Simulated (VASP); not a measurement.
# CdI2 (P-3m1) in VASP: notebook, part 3 of 3

VASP 6.6.1.

### Step 6. Electric field gradients, PBEsol (37.80 Å³/atom)

This run uses another cell than the first one, of 37.80 Å³/atom.

File INCAR:

```
SYSTEM = CdI2
ALGO     = Normal         ! electronic algorithm
EDIFF    = 1E-8           ! SCF threshold, eV
ENCUT    = 400            ! plane-wave cutoff, eV
GGA      = PS             ! functional
GGA_COMPAT= .FALSE.      
ISIF     = 2              ! what is computed and relaxed
ISMEAR   = -1             ! smearing method
LASPH    = .TRUE.         ! aspherical terms in the spheres
LCHARG   = .FALSE.        ! write CHGCAR
LEFG     = .TRUE.       
LREAL    = .FALSE.        ! projectors in reciprocal space
LWAVE    = .FALSE.        ! write WAVECAR
NBANDS   = 20             ! bands
NELM     = 120            ! most SCF steps
PREC     = Accurate       ! precision mode
SIGMA    = 0.03           ! smearing width, eV
```

File KPOINTS:

```
k-points
0
G
  8 8 5
  0 0 0
```

File POSCAR:

```
CdI2
1.0
    4.3272360177      0.0000000000      0.0000000000
   -2.1636180088      3.7474963194      0.0000000000
    0.0000000000      0.0000000000      6.9935243490
Cd I
1 2
Direct
    0.0000000000      0.0000000000      0.0000000000
    0.3333333333      0.6666666667      0.2492000000
    0.6666666667      0.3333333333      0.7508000000
```

Potentials or basis: VASP PAW PBE potentials, release 64 (Cd, I).

The run is started by

```
> cat potpaw_PBE.64/Cd/POTCAR potpaw_PBE.64/I/POTCAR > POTCAR
> mpirun -np 1 vasp_std > vasp.out
```

OUTCAR:

```text
SYSTEM = CdI2
   EDIFF = 1E-8
   ENCUT = 400
   GGA = PS
   ISIF = 2
   ISMEAR = -1
   LASPH = .TRUE.
   LREAL = .FALSE.
   NELM = 120
   PREC = Accurate

 ion  position               nearest neighbor table
   1  0.000  0.000  0.000-   2 3.05   3 3.05   2 3.05   3 3.05   3 3.05   2 3.05
   2  0.333  0.667  0.249-   1 3.05   1 3.05   1 3.05
   3  0.667  0.333  0.751-   1 3.05   1 3.05   1 3.05

  LATTYP: Found a hexagonal cell.
 ALAT       =     4.3272360177
 C/A-ratio  =     1.6161642953

  Lattice vectors:

 A1 = (   4.3272360177,   0.0000000000,   0.0000000000)
 A2 = (  -2.1636180088,   3.7474963194,   0.0000000000)
 A3 = (   0.0000000000,   0.0000000000,   6.9935243490)

Analysis of symmetry for initial positions (statically):
=====================================================================
 Subroutine PRICEL returns:
 Original cell was already a primitive cell.

 Routine SETGRP: Setting up the symmetry group for a
 hexagonal supercell.

 Subroutine GETGRP returns: Found 12 space group operations
 (whereof 12 operations were pure point group operations)
 out of a pool of 24 trial point group operations.

The static configuration has the point symmetry D_3d.

Analysis of symmetry for dynamics (positions and initial velocities):
=====================================================================
 Subroutine PRICEL returns:
 Original cell was already a primitive cell.

 Routine SETGRP: Setting up the symmetry group for a
 hexagonal supercell.

 Subroutine GETGRP returns: Found 12 space group operations
 (whereof 12 operations were pure point group operations)
 out of a pool of 24 trial point group operations.

The dynamic configuration has the point symmetry D_3d.

 Subroutine INISYM returns: Found 12 space group operations
 (whereof 12 operations are pure point group operations),
 and found     1 'primitive' translations

----------------------------------------------------------------------------------------

                                     Primitive cell

  volume of cell :     113.4091

  direct lattice vectors                    reciprocal lattice vectors
     4.327236018  0.000000000  0.000000000     0.231094397  0.133422413  0.000000000
    -2.163618009  3.747496319  0.000000000     0.000000000  0.266844825  0.000000000
     0.000000000  0.000000000  6.993524349     0.000000000  0.000000000  0.142989421

  length of vectors
     4.327236018  4.327236018  6.993524349     0.266844825  0.266844825  0.142989421

  position of ions in fractional coordinates (direct lattice)
     0.000000000  0.000000000  0.000000000
     0.333333333  0.666666667  0.249200000
     0.666666667  0.333333333  0.750800000

  ion indices of the primitive-cell ions
   primitive index   ion index
                 1           1
                 2           2
[... 78 lines left out ...]
   NFREE  =      0    steps in history (QN), initial steepest desc. (CG)
   ISIF   =      2    stress and relaxation
   ISYM   =      2    0-nonsym 1-usesym 2-fastsym
   POTIM  = 0.5000    time-step for ionic-motion
   TEBEG  =    0.0;   TEEND  =   0.0 temperature during run
   PSTRESS=    0.0 pullay stress
   NELECT =      26.0000    total number of electrons
   NUPDOWN=      -1.0000    fix difference up-down
   EMIN   =  10.00;   EMAX   =-10.00  energy-range for DOS
   EFERMI =   0.00;   METHOD = LEGACY
   ISMEAR =    -1;   SIGMA  =   0.03  broadening in eV -4-tet -1-fermi 0-gaus
   EFERMI_NEDOS =   21; number of points for ismear=-14 and -15
   IALGO  =     38    algorithm
   IMIX   =      4    mixing-type and parameters
     AMIX     =   0.40;   BMIX     =  1.00
     AMIX_MAG =   1.60;   BMIX_MAG =  1.00
  volume/ion in A,a.u.               =      37.80       255.11
  Fermi-wavevector in a.u.,A,eV,Ry     =   1.001959  1.893428 13.659188  1.003922
  Thomas-Fermi vector in A             =   2.134415
   LORBIT       =      0    0 simple, 1 ext, 2 COOP (PROOUT), +10 PAW based schemes
   GGA     = PS    functional components
   LHFCALC =     F    Hartree Fock is set to
   AEXX    =    0.0000 exact exchange contribution
   IVDW    =     0    specifies the selected vdW correction
   LEPSILON=     F    determine dielectric tensor
   LRPA    =     F    only Hartree local field effects (RPA)
 non-spin polarized calculation
  energy-cutoff  :      400.00
  volume of cell :      113.41
 maximum number of plane-waves:      2071
   NGX = 15   NGY = 15   NGZ = 23

 number of electron      25.9999985 magnetization

 Free energy of the ion-electron system (eV)
  ---------------------------------------------------
  ext. energy  EPLUGINS =         0.00000000
  ---------------------------------------------------
  free energy    TOTEN  =        -6.32742367 eV

  energy without entropy =       -6.32742367  energy(sigma->0) =       -6.32742367

 E-fermi :   2.0089     XC(G=0):  -8.4957

 val. band max:        1.3730377815   @ k =   0.1250   0.0000   0.2000
 cond. band min:       3.5496970186   @ k =   0.0000   0.0000   0.0000
 fundamental gap:      2.1766592370
 Fermi energy:         2.0088833085

 k-point     1 :       0.0000    0.0000    0.0000
  band No.  band energies     occupation
      1     -10.5294      2.00000
      2      -9.9224      2.00000
      3      -6.0695      2.00000
      4      -6.0695      2.00000
      5      -5.9676      2.00000
      6      -5.8996      2.00000
[... 541 lines left out ...]
     19       9.0092      0.00000
     20      10.2081      0.00000

 [... further k-points ...]

------------------------ aborting loop because EDIFF is reached ----------------------------------------

  FORCE on cell =-STRESS in cart. coord.  units (eV):
  Direction    XX          YY          ZZ          XY          YZ          ZX
  --------------------------------------------------------------------------------------
  -------------------------------------------------------------------------------------
  Total       -1.5655797     -1.5655797     -1.4048759     -0.0000000      0.0000000      0.0000000
  in kB      -22.1175938    -22.1175938    -19.8472640     -0.0000000      0.0000000      0.0000000
  external PRESSURE =     -21.3608172 kB  Pullay stress =       0.0000000 kB

 VOLUME and BASIS-vectors are now :
 -----------------------------------------------------------------------------
  energy-cutoff  :      400.00
  volume of cell :      113.41
      direct lattice vectors                 reciprocal lattice vectors
     4.327236018  0.000000000  0.000000000     0.231094397  0.133422413  0.000000000
    -2.163618009  3.747496319  0.000000000     0.000000000  0.266844825  0.000000000
     0.000000000  0.000000000  6.993524349     0.000000000  0.000000000  0.142989421

 POSITION                                       TOTAL-FORCE (eV/Angst)
 -----------------------------------------------------------------------------------
      0.00000      0.00000      0.00000         0.000000      0.000000      0.000000
     -0.00000      2.49833      1.74279         0.000000     -0.000000     -0.360440
      2.16362      1.24917      5.25074        -0.000000      0.000000      0.360440
 -----------------------------------------------------------------------------------
    total drift:                               -0.000000      0.000000      0.000000

  FREE ENERGIE OF THE ION-ELECTRON SYSTEM (eV)
  ---------------------------------------------------
  free  energy   TOTEN  =        -6.3274236723 eV

  energy  without entropy=       -6.3274236722  energy(sigma->0) =       -6.32742367

 Electric field gradients (V/A^2)
---------------------------------------------------------------------
 ion       V_xx      V_yy      V_zz      V_xy      V_xz      V_yz
---------------------------------------------------------------------
   1      -0.903    -0.900     1.803     0.002    -0.000     0.000
   2      27.482    27.482   -54.964     0.000     0.000    -0.000
   3      27.482    27.482   -54.964     0.000     0.000    -0.000
---------------------------------------------------------------------

 Electric field gradients after diagonalization (V/A^2)
 (convention: |V_zz| > |V_xx| > |V_yy|)
----------------------------------------------------------------------
 ion       V_xx      V_yy      V_zz     asymmetry (V_yy - V_xx)/ V_zz
----------------------------------------------------------------------
   1      -0.904    -0.899     1.803       0.003
   2      27.482    27.482   -54.964       0.000
   3      27.482    27.482   -54.964       0.000
----------------------------------------------------------------------

           NMR quadrupolar parameters

 Cq : quadrupolar parameter    Cq=e*Q*V_zz/h
 eta: asymmetry parameters     (V_yy - V_xx)/ V_zz
 Q  : nuclear electric quadrupole moment in mb (millibarn)
----------------------------------------------------------------------
 ion       Cq(MHz)       eta       Q (mb)
----------------------------------------------------------------------
   1       0.004       0.003       1.000
   2      -0.133       0.000       1.000
   3      -0.133       0.000       1.000
----------------------------------------------------------------------
```

Wall time 70 s (1 thread of AMD EPYC 7R13, shared host); peak memory 0.19 GiB.

Results:

| Item | Value |
| --- | --- |
| Free energy | -6.3274 eV |
| Pressure | -2.1 GPa |
| Largest force | 0.360 eV/Å |
| Band gap on the k mesh | 2.18 eV (least direct gap 2.29 eV) |
| Largest electric field gradient by atom | Cd +1.8; I -55.0 V/Å² |

Forces in eV/Å, atoms in the order of the input:
```
Cd   0.000  0.000  0.000
I    0.000  0.000 -0.360
I    0.000  0.000  0.360
```

Levels at points of the mesh, in eV from the valence-band top:
```csv
k point,band 10,band 11,band 12,band 13,band 14,band 15,band 16,band 17
"(0.00, 0.00, 0.00)",-0.27,-0.16,-0.16,-0.12,2.18,4.35,6.22,6.22
"(0.50, 0.00, 0.00)",-1.81,-1.39,-0.64,-0.13,2.50,4.88,5.91,6.40
```

Electric field gradients, principal values (V/Å²):
```csv
atom,least,middle,greatest (by size)
1 Cd,-0.899,-0.904,1.803
2 I,27.482,27.482,-54.964
3 I,27.482,27.482,-54.964
```

Caveat: without QUAD_EFG the Cq values of the log hold for a quadrupole moment of 1 mb, not for the nuclei; the PAW data sets were made with another functional, which shifts forces and pressure a little; spin-orbit coupling is left out, which moves the levels of the heavy elements; an odd mesh through Γ misses points on the zone boundary, where band edges can lie; this functional lacks dispersion, which binds the layers, so the pressure and a relaxed spacing across them are unreliable.

### Step 7. Overview

| cell | gap on the mesh (eV) | pressure (GPa) | largest force (eV/Å) |
| --- | --- | --- | --- |
| a = 4.244, b = 4.244, c = 6.928 Å, angles 90.0, 90.0, 120.0°, 3 atoms | 2.25 | -0.8 | 0.15 |
| a = 4.272, b = 4.272, c = 6.904 Å, angles 90.0, 90.0, 120.0°, 3 atoms | 2.27 | -1.1 | 0.18 |
| a = 4.244, b = 4.244, c = 6.996 Å, angles 90.0, 90.0, 120.0°, 3 atoms | 2.21 | -1.1 | 0.22 |
| a = 4.327, b = 4.327, c = 6.994 Å, angles 90.0, 90.0, 120.0°, 3 atoms | 2.18 | -2.1 | 0.36 |

Alike in all rows: task electric field gradients; level PBEsol; potentials or basis VASP PAW PBE potentials, release 64 (Cd, I); no spin polarisation; k mesh 8 × 8 × 5; cutoff (eV) 400; smearing fermi-dirac 0.03 eV.

Caveats: the PAW data sets were made with another functional, which shifts forces and pressure a little; spin-orbit coupling is left out, which moves the levels of the heavy elements; an odd mesh through Γ misses points on the zone boundary, where band edges can lie; this functional lacks dispersion, which binds the layers, so the pressure and a relaxed spacing across them are unreliable.

Absolute energies hang on the potentials; compare differences alone.
